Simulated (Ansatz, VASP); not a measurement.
Two plane-wave programs on CO2

```
C O
1.0
     7.34342    0.00000    0.00000
     0.00000    7.34342    0.00000
     0.00000    0.00000    7.34342
C O
6 12
Direct
  0.32888 0.66372 0.96589
  0.01413 0.48037 0.50093
  0.88816 0.95428 0.99962
  0.92497 0.96566 0.48130
  0.42318 0.16570 0.88287
  0.53533 0.47932 0.46091
  0.23486 0.76243 0.88318
  0.42359 0.56544 0.04802
  0.95288 0.44562 0.64390
  0.07546 0.51540 0.35798
  0.84863 0.83945 0.10282
  0.92800 0.06910 0.89661
  0.82846 0.85677 0.54726
  0.02165 0.07443 0.41562
  0.49488 0.08561 0.00055
  0.35116 0.24534 0.76513
  0.45666 0.59968 0.53000
  0.61490 0.35913 0.39246
```

Alike in both runs: functional PBE; dispersion D3(BJ); k mesh 1 × 1 × 1; occupations fermi-dirac, width 0.02 eV; no spin polarisation.

Ansatz relaxed the structure, and its values are those at the end. VASP's run is a single point on that final structure, the one shown.

|  | VASP | Ansatz |
| --- | --- | --- |
| version | VASP 6.6.1 | Ansatz 0.2.0 |
| potentials or method | VASP PAW PBE potentials, release 64 (C, O), cutoff 520 eV | scalar-relativistic, plane waves, PAW |
| valence electrons in the cell | 96 | 96 |

|  | VASP | Ansatz | Ansatz less VASP |
| --- | --- | --- | --- |
| rms of the force components (eV/Å) | 0.245 | 0.074 | -0.1718 |

One of these differences is far larger than is usual between the two programs; its cause wasn't traced.

Noted on VASP's run: the standard files for N, O and F lose accuracy on very short bonds.
